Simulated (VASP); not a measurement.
# B3P (P-6m2) in VASP: notebook, part 2 of 2

VASP 6.6.1. Earlier steps stand in the parts before.

### Step 3. Single point, PBE

This run uses another cell than the first one, of 13.26 Å³/atom.

Contents of INCAR:

```
SYSTEM = B3P
PREC     = Accurate       ! precision mode
ENCUT    = 500            ! plane-wave cutoff, eV
EDIFF    = 1E-6           ! SCF threshold, eV
ISMEAR   = 0              ! smearing method
SIGMA    = 0.1            ! smearing width, eV
LREAL    = .FALSE.        ! projectors in reciprocal space
LASPH    = .TRUE.         ! aspherical terms in the spheres
NELM     = 120            ! most SCF steps
ALGO     = Normal         ! electronic algorithm
ISIF     = 2              ! what is computed and relaxed
LWAVE    = .FALSE.        ! write WAVECAR
LCHARG   = .TRUE.         ! write CHGCAR
GGA      = PE             ! functional
LELF     = .TRUE.         ! ELF
LVHAR    = .TRUE.       
NBANDS   = 15             ! bands
GGA_COMPAT= .FALSE.
```

Contents of KPOINTS:

```
regular mesh
0
G
  6 6 4
  0 0 0
```

Contents of POSCAR:

```
B3P
1.0
    3.6269357800      0.0000000000      0.0000000000
   -1.8134678900      3.1410185300      0.0000000000
    0.0000000000      0.0000000000      4.6568137300
B P
3 1
Direct
    0.6666666700      0.3333333300      0.3366267700
    0.6666666700      0.3333333300      0.6633732300
    0.0000000000      0.0000000000      0.0000000000
    0.0000000000      0.0000000000      0.5000000000
```

Potentials or basis: VASP PAW PBE potentials, release 64 (B, P).

Launch:

```sh
cat potpaw_PBE.64/B/POTCAR potpaw_PBE.64/P/POTCAR > POTCAR
mpirun -np 1 vasp_std > vasp.out
```

Run time: 18 s. Hardware: 1 thread of Intel Xeon 8259CL, shared host; peak memory 0.17 GiB.

Results (log left out):

* Free energy: -17.6883 eV
* Pressure: -12.6 GPa
* Largest force: 3.797 eV/Å
* Band gap on the k mesh: zero (bands 7 and 8 overlap by 2.38 eV)

Forces in eV/Å, atoms in the order of the input:
```
B    0.000  0.000 -3.797
B    0.000  0.000  3.797
B    0.000  0.000  0.000
P    0.000  0.000  0.000
```

Stress tensor (GPa, compression positive):
```
-14.13   0.00   0.00
  0.00 -14.13   0.00
  0.00   0.00  -9.50
```

Levels at points of the mesh, in eV from the Fermi level:
| k point | band 5 | band 6 | band 7 | band 8 | band 9 | band 10 |
| --- | --- | --- | --- | --- | --- | --- |
| (0.00, 0.00, 0.00) | -4.18 | -2.82 | 1.21 | 1.21 | 2.43 | 2.87 |
| (0.50, 0.00, 0.00) | -4.38 | -2.68 | -2.13 | -1.08 | 2.50 | 2.75 |
| (0.00, 0.00, 0.50) | -3.96 | 0.15 | 1.01 | 1.21 | 1.21 | 1.59 |
| (0.50, 0.00, 0.50) | -4.93 | -1.83 | -0.19 | 1.13 | 2.09 | 2.47 |

Caveat: the cell stands under tension; forces of over 1 eV/Å act on the atoms, so gaps and moduli don't describe the material at rest.

### Step 4. Relaxation of cell and atoms, PBE

This run uses another cell than the first one, of 13.26 Å³/atom.

Contents of INCAR:

```
PREC     = Accurate       # precision mode
ENCUT    = 500            # plane-wave cutoff, eV
EDIFF    = 1E-7           # SCF threshold, eV
ISMEAR   = 0              # smearing method
SIGMA    = 0.1            # smearing width, eV
LREAL    = F              # projectors in reciprocal space
LASPH    = T              # aspherical terms in the spheres
NELM     = 120            # most SCF steps
ALGO     = Normal         # electronic algorithm
ISIF     = 3              # what is computed and relaxed
LWAVE    = F              # write WAVECAR
LCHARG   = F              # write CHGCAR
GGA      = PE             # functional
IBRION   = 2              # ionic algorithm
NSW      = 90             # ionic steps
EDIFFG   = -0.04          # ionic threshold
GGA_COMPAT= F            
NELMIN   = 4
```

Contents of KPOINTS:

```
Automatic mesh
0
Gamma
  6 6 4
```

POSCAR is that of step 3.

Potentials or basis: VASP PAW PBE potentials, release 64 (B, P).

Launch:

```sh
cat potpaw_PBE.64/B/POTCAR potpaw_PBE.64/P/POTCAR > POTCAR
mpirun -np 1 vasp_std > vasp.out
```

OUTCAR:

```text
PREC = Accurate
   ENCUT = 500
   EDIFF = 1E-7
   ISMEAR = 0
   LREAL = F
   LASPH = T
   NELM = 120
   ISIF = 3
   GGA = PE
   IBRION = 2
   NSW = 90
   EDIFFG = -0.04
   NELMIN = 4

 ion  position               nearest neighbor table
   1  0.667  0.333  0.337-   2 1.52   4 2.23   4 2.23   4 2.23
   2  0.667  0.333  0.663-   1 1.52   4 2.23   4 2.23   4 2.23
   3  0.000  0.000  0.000-   4 2.33   4 2.33
   4  0.000  0.000  0.500-   1 2.23   2 2.23   1 2.23   2 2.23   1 2.23   2 2.23   3 2.33   3 2.33

  LATTYP: Found a hexagonal cell.
 ALAT       =     3.6269357800
 C/A-ratio  =     1.2839526290

  Lattice vectors:

 A1 = (   3.6269357800,   0.0000000000,   0.0000000000)
 A2 = (  -1.8134678900,   3.1410185300,   0.0000000000)
 A3 = (   0.0000000000,   0.0000000000,   4.6568137300)

Analysis of symmetry for initial positions (statically):
[... 878 lines left out ...]
      2      -1.1151      2.00000
      3      -0.6955      2.00000
      4       1.2344      2.00000
      5       1.8749      2.00000
      6       3.4894      2.00000
      7       9.9584      1.60171
      8      11.8880      0.00000
      9      13.7170      0.00000
     10      17.0928      0.00000
     11      18.2997      0.00000

[... ionic steps 4 to 13 ...]

--------------------------------------- Ionic step       14  -------------------------------------------

 number of electron      14.0000000 magnetization

------------------------ aborting loop because EDIFF is reached ----------------------------------------
[... 71 lines left out ...]
--------------------------------------- Ionic step       16  -------------------------------------------

 number of electron      14.0000000 magnetization

 Free energy of the ion-electron system (eV)
  ---------------------------------------------------
  ext. energy  EPLUGINS =         0.00000000
  ---------------------------------------------------
  free energy    TOTEN  =       -22.68748026 eV

  energy without entropy =      -22.68276014  energy(sigma->0) =      -22.68512020

 E-fermi :   8.2963     XC(G=0): -11.9213

 val. band max:        8.2835221852   @ k =   0.5000   0.0000   0.5000
 cond. band min:       8.5686165393   @ k =   0.1667   0.0000   0.2500
 fundamental gap:      0.2850943542
 Fermi energy:         8.2962535390
[... 323 lines left out ...]
  FREE ENERGIE OF THE ION-ELECTRON SYSTEM (eV)
  ---------------------------------------------------
  free  energy   TOTEN  =       -22.6874802557 eV

  energy  without entropy=      -22.6827601436  energy(sigma->0) =      -22.68512020

 reached required accuracy - stopping structural energy minimisation
```

It took 3.2 min on 1 thread of Intel Xeon 8259CL, shared host; peak memory 0.17 GiB.

Results:

```
Free energy                           : -22.6875 eV
Relaxed volume                        : 8.58 Å³/atom
Relaxed cell                          : a = 2.885 Å, b = 2.885 Å, c = 4.761 Å, α = 90.00°, β = 90.00°, γ = 120.00°
Space group after relaxing (to 0.1 Å) : P-6m2 (No. 187)
Pressure after relaxing               : 0.4 GPa
Largest force after relaxing          : 0.027 eV/Å
Band gap on the k mesh                : zero (bands 7 and 8 overlap by 7.03 eV)
```

Forces in eV/Å, atoms in the order of the input:
```
B    0.000  0.000  0.027
B    0.000  0.000 -0.027
B    0.000  0.000  0.000
P    0.000  0.000  0.000
```

Final structure:
```
CELL_PARAMETERS angstrom
2.88468 0.00000 0.00000
-1.44234 2.49821 0.00000
0.00000 0.00000 4.76121
ATOMIC_POSITIONS crystal
B 0.66667 0.33333 0.16808
B 0.66667 0.33333 0.83192
B 0.00000 0.00000 0.00000
P 0.00000 0.00000 0.50000
```

Caveat: the volume moved by over 15 % at a fixed basis, so the end points are rough.

### Step 5. Single point, PBE

This run uses another cell than the first one, of 8.71 Å³/atom.

Contents of INCAR:

```
PREC = Accurate
ENCUT = 500
EDIFF = 1E-6
ISMEAR = 0
SIGMA = 0.1
LREAL = False
LASPH = True
NELM = 120
ALGO = Normal
ISIF = 2
LWAVE = False
LCHARG = True
GGA = PE
LELF = True
LVHAR = True
NBANDS = 15
GGA_COMPAT = False
```

Contents of KPOINTS:

```
Automatic mesh
0
Gamma
  18 18 10
```

Contents of POSCAR:

```
B3P
1.0
    2.8696557673      0.0000000000      0.0000000000
   -1.4348278836      2.4851947946      0.0000000000
    0.0000000000      0.0000000000      4.8853730336
B P
3 1
Direct
    0.6666666667      0.3333333333      0.1631253300
    0.6666666667      0.3333333333      0.8368746700
    0.0000000000      0.0000000000      0.0000000000
    0.0000000000      0.0000000000      0.5000000000
```

Launch:

```sh
cat potpaw_PBE.64/B/POTCAR potpaw_PBE.64/P/POTCAR > POTCAR
mpirun -np 1 vasp_std > vasp.out
```

It took 2 min on 1 thread of Intel Xeon 8259CL, shared host; peak memory 0.22 GiB.

Results (log left out):

```
Free energy            : -22.6565 eV
Pressure               : 0.0 GPa
Largest force          : 0.031 eV/Å
Band gap on the k mesh : zero (bands 7 and 8 overlap by 6.95 eV)
```

Forces on the atoms (eV/Å):
```
B    0.000  0.000  0.031
B    0.000  0.000 -0.031
B    0.000  0.000  0.000
P    0.000  0.000  0.000
```

Levels at points of the mesh, in eV from the Fermi level:
```
           k point  band 3  band 4  band 5  band 6  band 7  band 8  band 9  band 10  band 11  band 12
(0.00, 0.00, 0.00)   -9.88   -0.48   -0.48    3.30    4.23    4.76    4.76     6.54     6.54     6.57
(0.50, 0.00, 0.00)   -7.43   -6.32   -5.43   -3.41   -2.97    2.38    3.51     4.11     5.22     6.61
(0.00, 0.00, 0.50)   -5.39   -3.15   -0.18   -0.18    3.36    3.36    6.95     6.95     7.04     7.04
(0.50, 0.00, 0.50)   -9.44   -7.95   -3.00   -1.66   -0.33    0.13    2.20     3.26     5.06     5.52
```

### Step 6. Relaxation of cell and atoms, PBE

Contents of INCAR:

```
PREC = Accurate ; ENCUT = 500
EDIFF = 1E-7 ; ISMEAR = 0
SIGMA = 0.1 ; LREAL = F
LASPH = T ; NELM = 120
ALGO = Normal ; ISIF = 3
LWAVE = F ; LCHARG = F
GGA = PE ; IBRION = 2
NSW = 100 ; EDIFFG = -0.01
GGA_COMPAT = F ; NELMIN = 4
```

Contents of KPOINTS:

```
regular mesh
0
Gamma
  18 18 10
```

Contents of POSCAR:

```
B3P
1.0
    2.8860029227      0.0000000000      0.0000000000
   -1.4430014613      2.4993518465      0.0000000000
    0.0000000000      0.0000000000      4.7701981794
B P
3 1
Direct
    0.6666666667      0.3333333333      0.1677834746
    0.6666666667      0.3333333333      0.8322165254
    0.0000000000      0.0000000000      0.0000000000
    0.0000000000      0.0000000000      0.5000000000
```

Potentials or basis: VASP PAW PBE potentials, release 64 (B, P).

Launch:

```sh
cat potpaw_PBE.64/B/POTCAR potpaw_PBE.64/P/POTCAR > POTCAR
mpirun -np 1 vasp_std > vasp.out
```

Wall time 9.1 min (1 thread of Intel Xeon 8259CL, shared host); peak memory 0.21 GiB.

The run converged. Its results:

```yaml
Free_energy: -22.6563 eV
Relaxed_volume: 8.70 Å³/atom
Relaxed_cell: a = 2.870 Å, b = 2.870 Å, c = 4.881 Å, α = 90.00°, β = 90.00°, γ = 120.00°
Space_group_after_relaxing_to_0.1_Å: P-6m2 (No. 187)
Energy_gained_by_relaxing: 1.9 meV/atom
Ionic_steps: 11
Pressure_after_relaxing: 0.0 GPa
Band_gap_on_the_k_mesh: zero (bands 7 and 8 overlap by 6.95 eV)
```

The path:
```tsv
step	energy change (eV)	largest force (eV/Å)	pressure (GPa)	volume (Å³)
1	0.0000	0.0592	0.88	34.41
2	-0.0005	0.3243	-0.69	34.64
3	-0.0014	0.1592	-0.01	34.54
4	-0.0037	0.1418	-0.22	34.66
5	-0.0071	0.0596	-0.78	34.95
6	-0.0071	0.0327	-0.92	35.01
7	-0.0071	0.0451	-0.86	34.98
8	-0.0066	0.1844	0.94	34.69
9	-0.0076	0.0472	-0.13	34.86
10	-0.0075	0.0624	0.15	34.76
11	-0.0077	0.0014	-0.01	34.82
```

Final structure:
```
B P
1.0
     2.87004    0.00000    0.00000
    -1.43502    2.48553    0.00000
     0.00000    0.00000    4.88107
B P
3 1
Direct
  0.66667 0.33333 0.16342
  0.66667 0.33333 0.83658
  0.00000 0.00000 0.00000
  0.00000 0.00000 0.50000
```

Levels at points of the mesh, in eV from the Fermi level:
```
           k point  band 4  band 5  band 6  band 7  band 8  band 9  band 10  band 11
(0.00, 0.00, 0.00)   -0.48   -0.48    3.33    4.24    4.76    4.76     6.52     6.52
(0.50, 0.00, 0.00)   -6.34   -5.42   -3.42   -2.98    2.38    3.50     4.09     5.23
(0.00, 0.00, 0.50)   -3.14   -0.18   -0.18    3.34    3.34    6.95     6.95     7.03
(0.50, 0.00, 0.50)   -7.96   -3.01   -1.66   -0.32    0.12    2.20     3.27     5.05
```

### Step 7. The runs side by side

```tsv
task	cell	k mesh	gap on the mesh (eV)	pressure (GPa)	relaxed volume (Å³/atom)	largest force (eV/Å)
single point	a = 2.886, b = 2.886, c = 4.770 Å, angles 90.0, 90.0, 120.0°, 4 atoms, atomic positions A	6 × 6 × 4	none	-0.1	-	0.04
single point	a = 3.627, b = 3.627, c = 4.657 Å, angles 90.0, 90.0, 120.0°, 4 atoms, atomic positions B	6 × 6 × 4	none	-12.6	-	3.80
relaxation of cell and atoms	relaxed from a = 3.627, b = 3.627, c = 4.657 Å, angles 90.0, 90.0, 120.0°, 4 atoms, atomic positions B	6 × 6 × 4	none	0.4	8.58	0.03
single point	a = 2.870, b = 2.870, c = 4.885 Å, angles 90.0, 90.0, 120.0°, 4 atoms, atomic positions C	18 × 18 × 10	none	0.0	-	0.03
relaxation of cell and atoms	relaxed from a = 2.886, b = 2.886, c = 4.770 Å, angles 90.0, 90.0, 120.0°, 4 atoms, atomic positions A	18 × 18 × 10	none	0.0	8.70	-
```

Alike in all rows: level PBE; potentials or basis VASP PAW PBE potentials, release 64 (B, P); no spin polarisation; cutoff (eV) 500; smearing gaussian 0.1 eV.

Caveats: some runs use coarse meshes; the cell stands under tension (at least some runs); forces of over 1 eV/Å act on the atoms, so gaps and moduli don't describe the material at rest (at least some runs); the volume moved by over 15 % at a fixed basis, so the end points are rough (at least some runs).

Total energies depend on the potentials used, so only differences within one code and one set of settings carry meaning.
